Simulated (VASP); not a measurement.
# H in VASP: further runs

H is run at these levels: PBE; tasks: electric field gradients.

All numbers are computed with VASP 6.6.1; they aren't measurements. Logs are shortened: lines on timing, memory, paths and dates and some standing lists are left out, and cuts for length are marked.

## Step 1: The cell of the first run

It takes space group P2_1/m (No. 11, monoclinic). The conventional cell has a = 1.932 Å, b = 1.905 Å, c = 1.932 Å, α = 90.00°, β = 120.00°, γ = 90.00°. H (site symmetry m) has 14 H at 1.44 to 1.93 Å within 2.0 Å.

## Step 2: Electric field gradients, PBE (atom 1 (H) moved by [0.035355, 0.035355, 0.0] A)

INCAR

```
PREC = Accurate
ENCUT = 400
EDIFF = 1E-8
ISMEAR = -1
SIGMA = 0.05
LREAL = F
LASPH = T
NELM = 120
ALGO = Normal
ISIF = 2
LWAVE = F
LCHARG = F
GGA = PE
LEFG = T
NBANDS = 8
GGA_COMPAT = F
```

KPOINTS

```
Automatic mesh
0
Gamma
  17 17 9
```

POSCAR

```
H
1.0
    1.9322960424      0.0000000000      0.0000000000
   -0.9661480212      1.6734174604      0.0000000000
    0.0000000000      0.0000000000      1.9047121369
H
2
Direct
    0.3621939311      0.6877940905      0.2500000000
    0.6666666667      0.3333333333      0.7500000000
```

Potentials or basis: VASP PAW PBE potentials, release 64 (H).

Launch:

```console
$ cat potpaw_PBE.64/H/POTCAR > POTCAR
$ mpirun -np 1 vasp_std > vasp.out
```

OUTCAR:

```text
PREC = Accurate
   ENCUT = 400
   EDIFF = 1E-8
   ISMEAR = -1
   LREAL = F
   LASPH = T
   NELM = 120
   ISIF = 2
   GGA = PE

 ion  position               nearest neighbor table
   1  0.362  0.688  0.250-
   2  0.667  0.333  0.750-

  LATTYP: Found a hexagonal cell.
 ALAT       =     1.9322960424
 C/A-ratio  =     0.9857248036

  Lattice vectors:

 A1 = (   1.9322960424,   0.0000000000,   0.0000000000)
 A2 = (  -0.9661480212,   1.6734174604,   0.0000000000)
 A3 = (   0.0000000000,   0.0000000000,   1.9047121369)

Analysis of symmetry for initial positions (statically):
=====================================================================
 Subroutine PRICEL returns:
 Original cell was already a primitive cell.

 Routine SETGRP: Setting up the symmetry group for a
 hexagonal supercell.

 Subroutine GETGRP returns: Found  4 space group operations
 (whereof  1 operations were pure point group operations)
 out of a pool of 24 trial point group operations.

The static configuration has the point symmetry C_1 .
 The point group associated with its full space group is C_2h.

Analysis of symmetry for dynamics (positions and initial velocities):
=====================================================================
 Subroutine PRICEL returns:
 Original cell was already a primitive cell.

 Routine SETGRP: Setting up the symmetry group for a
 hexagonal supercell.

 Subroutine GETGRP returns: Found  4 space group operations
 (whereof  1 operations were pure point group operations)
 out of a pool of 24 trial point group operations.

The dynamic configuration has the point symmetry C_1 .
 The point group associated with its full space group is C_2h.

 Subroutine INISYM returns: Found  4 space group operations
 (whereof  1 operations are pure point group operations),
 and found     1 'primitive' translations

----------------------------------------------------------------------------------------

                                     Primitive cell

  volume of cell :       6.1590

  direct lattice vectors                    reciprocal lattice vectors
     1.932296042  0.000000000  0.000000000     0.517519044  0.298789759  0.000000000
    -0.966148021  1.673417460  0.000000000     0.000000000  0.597579518  0.000000000
     0.000000000  0.000000000  1.904712137     0.000000000  0.000000000  0.525013718

  length of vectors
     1.932296042  1.932296042  1.904712137     0.597579518  0.597579518  0.525013718

  position of ions in fractional coordinates (direct lattice)
     0.362193931  0.687794090  0.250000000
     0.666666667  0.333333333  0.750000000

  ion indices of the primitive-cell ions
   primitive index   ion index
                 1           1
                 2           2

----------------------------------------------------------------------------------------

 KPOINTS: Automatic mesh

Automatic generation of k-mesh.
 Grid dimensions read from file:
 generate k-points for:   17   17    9

 Generating k-lattice:

  Cartesian coordinates                     Fractional coordinates (reciprocal lattice)
     0.030442297  0.017575868  0.000000000     0.058823529  0.000000000  0.000000000
     0.000000000  0.035151736  0.000000000     0.000000000  0.058823529  0.000000000
     0.000000000  0.000000000  0.058334858     0.000000000  0.000000000  0.111111111

  Length of vectors
     0.035151736  0.035151736  0.058334858

  Shift w.r.t. Gamma in fractional coordinates (k-lattice)
     0.000000000  0.000000000  0.000000000

 Subroutine IBZKPT returns following result:
 ===========================================

 Found    725 irreducible k-points:

 Following reciprocal coordinates:
            Coordinates               Weight
  0.000000  0.000000  0.000000      1.000000
  0.058824  0.000000  0.000000      2.000000
  0.000000  0.058824  0.000000      2.000000
 -0.058824  0.058824  0.000000      2.000000
  0.117647  0.000000  0.000000      2.000000
  0.000000  0.117647  0.000000      2.000000
[... 16 lines left out ...]
  0.470588  0.000000  0.000000      2.000000
  0.000000  0.470588  0.000000      2.000000
 [... further k-points ...]
   k-points           NKPTS =    725   k-points in BZ     NKDIM =    725   number of bands    NBANDS=      8
   number of dos      NEDOS =    301   number of ions     NIONS =      2
   total plane-waves  NPLWV =   2352
   dimension x,y,z NGX =    14 NGY =   14 NGZ =   12
   dimension x,y,z NGXF=    28 NGYF=   28 NGZF=   24
   ions per type =               2
   NGX,Y,Z   is equivalent  to a cutoff of  12.04, 12.04, 10.47 a.u.
   NGXF,Y,Z  is equivalent  to a cutoff of  24.09, 24.09, 20.95 a.u.
 SYSTEM =  unknown system
   PREC   = accura    normal or accurate (medium, high low for compatibility)
   ISTART =      0    job   : 0-new  1-cont  2-samecut
   ICHARG =      2    charge: 1-file 2-atom 10-const
   ISPIN  =      1    spin polarized calculation?
   LNONCOLLINEAR =      F non collinear calculations
   LSORBIT =      F    spin-orbit coupling
   LASPH  =      T    aspherical Exc in radial PAW
   ENCUT  =  400.0 eV  29.40 Ry    5.42 a.u.   3.15  3.15  3.11*2*pi/ulx,y,z
   NELM   =    120;   NELMIN=  2; NELMDL= -5     # of ELM steps
   EDIFF  = 0.1E-07   stopping-criterion for ELM
   LREAL  =      F    real-space projection
   EDIFFG = 0.1E-06   stopping-criterion for IOM
   NSW    =      0    number of steps for IOM
   IBRION =     -1    ionic relax: 0-MD 1-quasi-New 2-CG
   NFREE  =      0    steps in history (QN), initial steepest desc. (CG)
   ISIF   =      2    stress and relaxation
   ISYM   =      2    0-nonsym 1-usesym 2-fastsym
   POTIM  = 0.5000    time-step for ionic-motion
   TEBEG  =    0.0;   TEEND  =   0.0 temperature during run
   PSTRESS=    0.0 pullay stress
   NELECT =       2.0000    total number of electrons
   NUPDOWN=      -1.0000    fix difference up-down
   EMIN   =  10.00;   EMAX   =-10.00  energy-range for DOS
   EFERMI =   0.00;   METHOD = LEGACY
   ISMEAR =    -1;   SIGMA  =   0.05  broadening in eV -4-tet -1-fermi 0-gaus
   EFERMI_NEDOS =   21; number of points for ismear=-14 and -15
   IALGO  =     38    algorithm
   IMIX   =      4    mixing-type and parameters
     AMIX     =   0.40;   BMIX     =  1.00
     AMIX_MAG =   1.60;   BMIX_MAG =  1.00
  volume/ion in A,a.u.               =       3.08        20.78
  Fermi-wavevector in a.u.,A,eV,Ry     =   1.125250  2.126414 17.227531  1.266188
  Thomas-Fermi vector in A             =   2.261926
   LORBIT       =      0    0 simple, 1 ext, 2 COOP (PROOUT), +10 PAW based schemes
   GGA     = PE    functional components
   LHFCALC =     F    Hartree Fock is set to
   AEXX    =    0.0000 exact exchange contribution
   IVDW    =     0    specifies the selected vdW correction
   LEPSILON=     F    determine dielectric tensor
   LRPA    =     F    only Hartree local field effects (RPA)
 non-spin polarized calculation
  energy-cutoff  :      400.00
  volume of cell :        6.16
 maximum number of plane-waves:       120
 NGX is ok and might be reduce to    14
   NGX =  7   NGY =  7   NGZ =  7

 number of electron       1.9999999 magnetization

 Free energy of the ion-electron system (eV)
  ---------------------------------------------------
  ext. energy  EPLUGINS =         0.00000000
  ---------------------------------------------------
  free energy    TOTEN  =        -4.54309095 eV

  energy without entropy =       -4.54138693  energy(sigma->0) =       -4.54223894

 E-fermi :   2.7552     XC(G=0): -10.8825

 val. band max:        2.7389726340   @ k =   0.3529   0.1176   0.4444
 cond. band min:       2.7702420238   @ k =  -0.4118  -0.2353  -0.3333
 fundamental gap:      0.0312693898
 Fermi energy:         2.7551631473

 k-point     1 :       0.0000    0.0000    0.0000
  band No.  band energies     occupation
      1     -13.4631      2.00000
      2      19.4476      0.00000
      3      30.8442      0.00000
      4      38.8395      0.00000
      5      41.0393      0.00000
      6      41.5574      0.00000
      7      42.2051      0.00000
      8      44.4934      0.00000
[... 243 lines left out ...]
 k-point    24 :       0.0000    0.4706    0.0000
  band No.  band energies     occupation
      1      -2.8664      2.00000
      2       1.8370      2.00000
      3      23.6271      0.00000
      4      29.8212      0.00000
      5      39.8181      0.00000
      6      42.3132      0.00000
      7      42.5361      0.00000
      8      46.2812      0.00000

 [... further k-points ...]

------------------------ aborting loop because EDIFF is reached ----------------------------------------

  FORCE on cell =-STRESS in cart. coord.  units (eV):
  Direction    XX          YY          ZZ          XY          YZ          ZX
  --------------------------------------------------------------------------------------
  -------------------------------------------------------------------------------------
  Total       -0.0132819     -0.1191841     -0.0938060      0.0598430      0.0000000      0.0000000
  in kB       -3.4551110    -31.0042873    -24.4024649     15.5674067      0.0000000      0.0000000
  external PRESSURE =     -19.6206211 kB  Pullay stress =       0.0000000 kB

 VOLUME and BASIS-vectors are now :
 -----------------------------------------------------------------------------
  energy-cutoff  :      400.00
  volume of cell :        6.16
      direct lattice vectors                 reciprocal lattice vectors
     1.932296042  0.000000000  0.000000000     0.517519044  0.298789759  0.000000000
    -0.966148021  1.673417460  0.000000000     0.000000000  0.597579518  0.000000000
     0.000000000  0.000000000  1.904712137     0.000000000  0.000000000  0.525013718

 POSITION                                       TOTAL-FORCE (eV/Angst)
 -----------------------------------------------------------------------------------
      0.03536      1.15097      0.47618         0.180515      0.206488     -0.000000
      0.96615      0.55781      1.42853        -0.180515     -0.206488      0.000000
 -----------------------------------------------------------------------------------
    total drift:                               -0.000000     -0.000001     -0.000000

  FREE ENERGIE OF THE ION-ELECTRON SYSTEM (eV)
  ---------------------------------------------------
  free  energy   TOTEN  =        -4.5430909500 eV

  energy  without entropy=       -4.5413869337  energy(sigma->0) =       -4.54223894

 Electric field gradients (V/A^2)
---------------------------------------------------------------------
 ion       V_xx      V_yy      V_zz      V_xy      V_xz      V_yz
---------------------------------------------------------------------
   1       0.121    -0.049    -0.072     0.088    -0.000    -0.000
   2       0.121    -0.050    -0.071     0.087     0.000    -0.000
---------------------------------------------------------------------

 Electric field gradients after diagonalization (V/A^2)
 (convention: |V_zz| > |V_xx| > |V_yy|)
----------------------------------------------------------------------
 ion       V_xx      V_yy      V_zz     asymmetry (V_yy - V_xx)/ V_zz
----------------------------------------------------------------------
   1      -0.086    -0.072     0.158       0.091
   2      -0.086    -0.071     0.158       0.095
----------------------------------------------------------------------

           NMR quadrupolar parameters

 Cq : quadrupolar parameter    Cq=e*Q*V_zz/h
 eta: asymmetry parameters     (V_yy - V_xx)/ V_zz
 Q  : nuclear electric quadrupole moment in mb (millibarn)
----------------------------------------------------------------------
 ion       Cq(MHz)       eta       Q (mb)
----------------------------------------------------------------------
   1       0.000       0.091       1.000
   2       0.000       0.095       1.000
----------------------------------------------------------------------
```

Wall time 13 s (1 thread of Intel Xeon Platinum 8488C (Sapphire Rapids), shared host); peak memory 0.11 GiB.

What came out:

* Free energy: -4.5431 eV
* Pressure: -2.0 GPa
* Largest force: 0.274 eV/Å
* Band gap on the k mesh: zero (bands 1 and 2 overlap by 7.91 eV)
* Largest electric field gradient by atom: H +0.16 V/Å²

Forces in eV/Å, atoms in the order of the input:
```
H    0.181  0.206  0.000
H   -0.181 -0.206  0.000
```

Stress tensor (GPa, compression positive):
```
-0.35  1.56  0.00
 1.56 -3.10  0.00
 0.00  0.00 -2.44
```

Caveat: the k points lie up to 0.37 Å⁻¹ apart, too coarse for converged energies and pressures of a metal; the cell differs from its parent crystal (atom 1 (H) moved by [0.035355, 0.035355, 0.0] A); without QUAD_EFG the Cq values of the log hold for a quadrupole moment of 1 mb, not for the nuclei.

(Part 1 of 2 ends here.)
